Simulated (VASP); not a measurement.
# MnO (Manganosite) (Fm-3m) in VASP: further runs

Runs on MnO (Manganosite). Level: PBE+U. Tasks: single point.

Program: VASP 6.6.1. These are calculated values, not measurements. Logs are shortened: lines on timing, memory, paths and dates and some standing lists are left out, and cuts for length are marked.

### 1 The cell of the first run

The structure is cubic, space group Fm-3m (No. 225). Conventional cell: a = 4.446 Å, b = 4.446 Å, c = 4.446 Å, α = 90.00°, β = 90.00°, γ = 90.00°. Within 2.9 Å of Mn (site symmetry m-3m) lie 6 O at 2.22 Å. O (site symmetry m-3m) has 6 Mn at 2.22 Å within 2.9 Å.

### 2 Single point, PBE+U, collinear spin, ferromagnetic start

INCAR

```
SYSTEM = MnO
ALGO = Normal
EDIFF = 1E-6
ENCUT = 600
GGA = PE
GGA_COMPAT = .False.
ISIF = 2
ISMEAR = -1
ISPIN = 2
LASPH = .True.
LCHARG = .True.
LDAU = .True.
LDAUJ = 0 0
LDAUL = 2 -1
LDAUPRINT = 1
LDAUTYPE = 2
LDAUU = 3 0
LELF = .True.
LMAXMIX = 4
LORBIT = 11
LREAL = .False.
LVHAR = .True.
LWAVE = .False.
MAGMOM = 4 0
NBANDS = 22
NELM = 200
PREC = Accurate
SIGMA = 0.3
```

KPOINTS

```
k-points
0
Gamma
  7 7 7
  0 0 0
```

POSCAR

```
MnO
1.0
    3.1437970000      0.0000000000      0.0000000000
    1.5718985000      2.7226080663      0.0000000000
    1.5718985000      0.9075360221      2.5668995016
Mn O
1 1
Direct
    0.0000000000      0.0000000000      0.0000000000
    0.5000000000      0.5000000000      0.5000000000
```

Potentials or basis: VASP PAW PBE potentials, release 64 (Mn_sv, O).

Launch:

```
$ cat potpaw_PBE.64/Mn_sv/POTCAR potpaw_PBE.64/O/POTCAR > POTCAR
$ mpirun -np 1 vasp_std > vasp.out
```

OUTCAR:

```text
SYSTEM = MnO
   EDIFF = 1E-6
   ENCUT = 600
   GGA = PE
   ISIF = 2
   ISMEAR = -1
   ISPIN = 2
   LASPH = .True.
   LORBIT = 11
   LREAL = .False.
   NELM = 200
   PREC = Accurate

 ion  position               nearest neighbor table
   1  0.000  0.000  0.000-   2 2.22   2 2.22   2 2.22   2 2.22   2 2.22   2 2.22
   2  0.500  0.500  0.500-   1 2.22   1 2.22   1 2.22   1 2.22   1 2.22   1 2.22

  LATTYP: Found a face centered cubic cell.
 ALAT       =     4.4460003547

  Lattice vectors:

 A1 = (   3.1437970000,   0.0000000000,   0.0000000000)
 A2 = (   1.5718985000,   2.7226080663,   0.0000000000)
 A3 = (   1.5718985000,   0.9075360221,   2.5668995016)

Analysis of symmetry for initial positions (statically):
=====================================================================
 Subroutine PRICEL returns:
 Original cell was already a primitive cell.

 Routine SETGRP: Setting up the symmetry group for a
 face centered cubic supercell.

 Subroutine GETGRP returns: Found 48 space group operations
 (whereof 48 operations were pure point group operations)
 out of a pool of 48 trial point group operations.

The static configuration has the point symmetry O_h .

Analysis of symmetry for dynamics (positions and initial velocities):
=====================================================================
 Subroutine PRICEL returns:
 Original cell was already a primitive cell.

 Routine SETGRP: Setting up the symmetry group for a
 face centered cubic supercell.

 Subroutine GETGRP returns: Found 48 space group operations
 (whereof 48 operations were pure point group operations)
 out of a pool of 48 trial point group operations.

The dynamic configuration has the point symmetry O_h .

Analysis of structural, dynamic, and magnetic symmetry:
=====================================================================
 Subroutine PRICEL returns:
 Original cell was already a primitive cell.

 Routine SETGRP: Setting up the symmetry group for a
 face centered cubic supercell.

 Subroutine GETGRP returns: Found 48 space group operations
 (whereof 48 operations were pure point group operations)
 out of a pool of 48 trial point group operations.

The overall configuration has the point symmetry O_h .

 Subroutine INISYM returns: Found 48 space group operations
 (whereof 48 operations are pure point group operations),
 and found     1 'primitive' translations

----------------------------------------------------------------------------------------

                                     Primitive cell

  volume of cell :      21.9709

  direct lattice vectors                    reciprocal lattice vectors
     3.143797000  0.000000000  0.000000000     0.318086696 -0.183647439 -0.129858350
     1.571898500  2.722608066  0.000000000     0.000000000  0.367294879 -0.129858350
     1.571898500  0.907536022  2.566899502     0.000000000  0.000000000  0.389575049

  length of vectors
     3.143797000  3.143797000  3.143797000     0.389575049  0.389575049  0.389575049

  position of ions in fractional coordinates (direct lattice)
     0.000000000  0.000000000  0.000000000
     0.500000000  0.500000000  0.500000000

  ion indices of the primitive-cell ions
   primitive index   ion index
                 1           1
                 2           2

----------------------------------------------------------------------------------------

 KPOINTS: k-points

Automatic generation of k-mesh.
 Grid dimensions read from file:
 generate k-points for:    7    7    7

 Generating k-lattice:

[... 63 lines left out ...]
   ISYM   =      2    0-nonsym 1-usesym 2-fastsym
   POTIM  = 0.5000    time-step for ionic-motion
   TEBEG  =    0.0;   TEEND  =   0.0 temperature during run
   PSTRESS=    0.0 pullay stress
   NELECT =      21.0000    total number of electrons
   NUPDOWN=      -1.0000    fix difference up-down
   EMIN   =  10.00;   EMAX   =-10.00  energy-range for DOS
   EFERMI =   0.00;   METHOD = LEGACY
   ISMEAR =    -1;   SIGMA  =   0.30  broadening in eV -4-tet -1-fermi 0-gaus
   EFERMI_NEDOS =   21; number of points for ismear=-14 and -15
   IALGO  =     38    algorithm
   IMIX   =      4    mixing-type and parameters
     AMIX     =   0.40;   BMIX     =  1.00
     AMIX_MAG =   1.60;   BMIX_MAG =  1.00
  volume/ion in A,a.u.               =      10.99        74.13
  Fermi-wavevector in a.u.,A,eV,Ry     =   1.612619  3.047408 35.382494  2.600540
  Thomas-Fermi vector in A             =   2.707820
   LORBIT       =     11    0 simple, 1 ext, 2 COOP (PROOUT), +10 PAW based schemes
 LDA+U is selected, type is set to LDAUTYPE =  2
   angular momentum for each species LDAUL =     2   -1
   U (eV)           for each species LDAUU =   3.0  0.0
   J (eV)           for each species LDAUJ =   0.0  0.0
   GGA     = PE    functional components
   LHFCALC =     F    Hartree Fock is set to
   AEXX    =    0.0000 exact exchange contribution
   IVDW    =     0    specifies the selected vdW correction
   LEPSILON=     F    determine dielectric tensor
   LRPA    =     F    only Hartree local field effects (RPA)
 spin polarized calculation
  energy-cutoff  :      600.00
  volume of cell :       21.97
 maximum number of plane-waves:       748
 NGX is ok and might be reduce to    28
   NGX = 13   NGY = 13   NGZ = 13

atom =   1  type =  1  l = 2

 onsite density matrix

spin component  1

  0.9133  0.0000  0.0000 -0.0128 -0.0000
  0.0000  0.9223  0.0000  0.0000 -0.0128
  0.0000  0.0000  0.9043  0.0000 -0.0000
 -0.0128  0.0000  0.0000  0.9223  0.0000
 -0.0000 -0.0128 -0.0000  0.0000  0.9133

spin component  2

  0.0320  0.0000 -0.0000 -0.0178  0.0000
  0.0000  0.0447  0.0000 -0.0000 -0.0178
 -0.0000  0.0000  0.0194 -0.0000 -0.0000
 -0.0178 -0.0000 -0.0000  0.0447  0.0000
  0.0000 -0.0178 -0.0000  0.0000  0.0320

 occupancies and eigenvectors

  o =  0.0194  v =  0.0000  0.0000  0.0000  0.0000  0.0000  0.0000  0.3798  0.7532  0.0000  0.5371      0.0000  0.0000  0.0000  0.0000  0.0000  0.0000  0.0000  0.0000  0.0000  0.0000
  o =  0.0194  v =  0.0000  0.0000  0.0000  0.0000  0.0000  0.8165 -0.0002  0.0003  0.5774 -0.0003      0.0000  0.0000  0.0000  0.0000  0.0000  0.0000  0.0000  0.0000  0.0000  0.0000
  o =  0.0194  v =  0.0000  0.0000  0.0000  0.0000  0.0000 -0.0004 -0.4348  0.6578 -0.0003 -0.6150      0.0000  0.0000  0.0000  0.0000  0.0000  0.0000  0.0000  0.0000  0.0000  0.0000
  o =  0.0573  v =  0.0000  0.0000  0.0000  0.0000  0.0000  0.0000 -0.8165 -0.0000 -0.0000  0.5774      0.0000  0.0000  0.0000  0.0000  0.0000  0.0000  0.0000  0.0000  0.0000  0.0000
  o =  0.0573  v =  0.0000  0.0000  0.0000  0.0000  0.0000 -0.5774 -0.0000 -0.0000  0.8165  0.0000      0.0000  0.0000  0.0000  0.0000  0.0000  0.0000  0.0000  0.0000  0.0000  0.0000
  o =  0.9043  v =  0.0000  0.3804  0.7523  0.0000  0.5380  0.0000  0.0000  0.0000  0.0000  0.0000      0.0000  0.0000  0.0000  0.0000  0.0000  0.0000  0.0000  0.0000  0.0000  0.0000
  o =  0.9043  v =  0.8165 -0.0000  0.0000  0.5774 -0.0000  0.0000  0.0000  0.0000  0.0000  0.0000      0.0000  0.0000  0.0000  0.0000  0.0000  0.0000  0.0000  0.0000  0.0000  0.0000
  o =  0.9043  v =  0.0000  0.4343 -0.6589  0.0000  0.6142  0.0000  0.0000  0.0000  0.0000  0.0000      0.0000  0.0000  0.0000  0.0000  0.0000  0.0000  0.0000  0.0000  0.0000  0.0000
  o =  0.9314  v =  0.0000 -0.8165 -0.0000 -0.0000  0.5774  0.0000  0.0000  0.0000  0.0000  0.0000      0.0000  0.0000  0.0000  0.0000  0.0000  0.0000  0.0000  0.0000  0.0000  0.0000
  o =  0.9314  v =  0.5774  0.0000 -0.0000 -0.8165 -0.0000  0.0000  0.0000  0.0000  0.0000  0.0000      0.0000  0.0000  0.0000  0.0000  0.0000  0.0000  0.0000  0.0000  0.0000  0.0000

 number of electron      21.0000009 magnetization       4.9584111

 Free energy of the ion-electron system (eV)
  ---------------------------------------------------
  ext. energy  EPLUGINS =         0.00000000
  ---------------------------------------------------
  free energy    TOTEN  =       -15.55945020 eV

  energy without entropy =      -15.50429918  energy(sigma->0) =      -15.53187469

 E-fermi :   9.4232     XC(G=0): -11.8634

 val. band max:        8.8140445753   @ k =   0.0000   0.0000   0.0000
 cond. band min:       9.5471550666   @ k =   0.4286   0.4286   0.0000
 fundamental gap:      0.7331104913
 Fermi energy:         9.4232328747

 spin component 1

 k-point     1 :       0.0000    0.0000    0.0000
  band No.  band energies     occupation
      1     -72.3510      1.00000
      2     -41.0922      1.00000
      3     -41.0922      1.00000
      4     -41.0922      1.00000
      5     -10.8037      1.00000
      6       4.9916      1.00000
[... 489 lines left out ...]
     21      35.7395      0.00000
     22      35.8739      0.00000
 Fermi energy:         9.4232328747

 spin component 2

 k-point     1 :       0.0000    0.0000    0.0000
  band No.  band energies     occupation
      1     -67.3574      1.00000
      2     -36.1806      1.00000
      3     -36.1806      1.00000
      4     -36.1806      1.00000
      5     -10.4025      1.00000
      6       6.0741      0.99999
[... 489 lines left out ...]
     21      36.6869      0.00000
     22      37.6972      0.00000

------------------------ aborting loop because EDIFF is reached ----------------------------------------

  FORCE on cell =-STRESS in cart. coord.  units (eV):
  Direction    XX          YY          ZZ          XY          YZ          ZX
  --------------------------------------------------------------------------------------
  -------------------------------------------------------------------------------------
  Total        0.5372154      0.5372154      0.5372154     -0.0000000     -0.0000000      0.0000000
  in kB       39.1751407     39.1751407     39.1751407     -0.0000000     -0.0000000      0.0000000
  external PRESSURE =      39.1751407 kB  Pullay stress =       0.0000000 kB

 VOLUME and BASIS-vectors are now :
 -----------------------------------------------------------------------------
  energy-cutoff  :      600.00
  volume of cell :       21.97
      direct lattice vectors                 reciprocal lattice vectors
     3.143797000  0.000000000  0.000000000     0.318086696 -0.183647439 -0.129858350
     1.571898500  2.722608066  0.000000000     0.000000000  0.367294879 -0.129858350
     1.571898500  0.907536022  2.566899502     0.000000000  0.000000000  0.389575049

 POSITION                                       TOTAL-FORCE (eV/Angst)
 -----------------------------------------------------------------------------------
      0.00000      0.00000      0.00000        -0.000000      0.000000      0.000000
      3.14380      1.81507      1.28345         0.000000     -0.000000      0.000000
 -----------------------------------------------------------------------------------
    total drift:                                0.000000      0.000000      0.000000

  FREE ENERGIE OF THE ION-ELECTRON SYSTEM (eV)
  ---------------------------------------------------
  free  energy   TOTEN  =       -15.5594501989 eV

  energy  without entropy=      -15.5042991799  energy(sigma->0) =      -15.53187469

 total charge

# of ion       s       p       d       tot
------------------------------------------
    1        2.116   6.013   4.726  12.855
    2        1.554   3.447   0.000   5.001
--------------------------------------------------
tot          3.670   9.460   4.726  17.856

 magnetization (x)

# of ion       s       p       d       tot
------------------------------------------
    1        0.024   0.015   4.386   4.425
    2        0.027   0.148   0.000   0.175
--------------------------------------------------
tot          0.051   0.163   4.386   4.600
```

Wall time 28 s (1 thread of AMD EPYC 9R14 (Zen 4), shared host); peak memory 0.14 GiB.

Results:

```yaml
Free_energy: -15.5595 eV
Pressure: 3.9 GPa
Net_moment: 4.96 μB per cell
Site_moments: Mn +4.42; O +0.17 μB
Valence_electrons_inside_the_program's_atomic_spheres: Mn 12.86; O 5.00
```

Levels at points of the mesh, in eV from the Fermi level:
Spin up:
```csv
k point,band 10,band 11,band 12,band 13,band 14,band 15,band 16,band 17
"(0.00, 0.00, 0.00)",-4.03,-3.68,-3.68,-3.68,-0.61,13.82,15.74,15.74
```
Spin down:
```tsv
k point	band 4	band 5	band 6	band 7	band 8	band 9	band 10	band 11	band 12	band 13
(0.00, 0.00, 0.00)	-45.60	-19.83	-3.35	-3.35	-3.35	0.73	1.91	1.91	1.91	2.57
```

Eigenvalues of the final occupation matrices:
| site | spin | trace | eigenvalues |
| --- | --- | --- | --- |
| site 1 d | 1 | 4.58 | 0.90 0.90 0.90 0.93 0.93 |
| site 1 d | 2 | 0.17 | 0.02 0.02 0.02 0.06 0.06 |

Caveat: a cell with one magnetic atom can't hold antiferromagnetic order, which such compounds often take. The state reached can hang on the start; a lower one may exist.

### 3 Single point, PBE+U, collinear spin, ferromagnetic start

INCAR

```
PREC = Accurate
ENCUT = 600
EDIFF = 1E-6
ISMEAR = -1
SIGMA = 0.3
LREAL = False
LASPH = True
NELM = 200
ALGO = Normal
ISIF = 2
LWAVE = False
LCHARG = False
ISPIN = 2
MAGMOM = 4 0
LORBIT = 11
LMAXMIX = 4
LDAU = True
LDAUTYPE = 2
LDAUL = 2 -1
LDAUU = 5 0
LDAUJ = 0 0
LDAUPRINT = 1
GGA = PE
NBANDS = 22
GGA_COMPAT = False
```

KPOINTS

```
regular mesh
0
Gamma
  7 7 7
```

POSCAR is that of step 2.

Potentials or basis: VASP PAW PBE potentials, release 64 (Mn_sv, O).

Launch:

```
$ cat potpaw_PBE.64/Mn_sv/POTCAR potpaw_PBE.64/O/POTCAR > POTCAR
$ mpirun -np 1 vasp_std > vasp.out
```

It took 21 s on 1 thread of Intel Xeon Platinum 8559C (Emerald Rapids), shared host; peak memory 0.17 GiB.

The run converged. Its results:

| Quantity | Value |
| --- | --- |
| Free energy | -15.0612 eV |
| Pressure | 5.3 GPa |
| Net moment | 4.99 μB per cell |
| Site moments | Mn +4.54; O +0.15 μB |
| Valence electrons inside the program's atomic spheres | Mn 12.90; O 5.01 |

Levels at points of the mesh, in eV from the Fermi level:
Spin up:
| k point | band 10 | band 11 | band 12 | band 13 | band 14 | band 15 | band 16 | band 17 |
| --- | --- | --- | --- | --- | --- | --- | --- | --- |
| (0.00, 0.00, 0.00) | -4.89 | -3.56 | -3.56 | -3.56 | -0.53 | 13.87 | 15.51 | 15.51 |
Spin down:
| k point | band 6 | band 7 | band 8 | band 9 | band 10 | band 11 |
| --- | --- | --- | --- | --- | --- | --- |
| (0.00, 0.00, 0.00) | -3.27 | -3.27 | -3.27 | 0.79 | 2.74 | 2.74 |

Eigenvalues of the final occupation matrices:
| site | spin | trace | eigenvalues |
| --- | --- | --- | --- |
| site 1 d | 1 | 4.66 | 0.92 0.92 0.92 0.95 0.95 |
| site 1 d | 2 | 0.14 | 0.01 0.01 0.01 0.05 0.05 |

Caveat: a cell with one magnetic atom can't hold antiferromagnetic order, which such compounds often take.
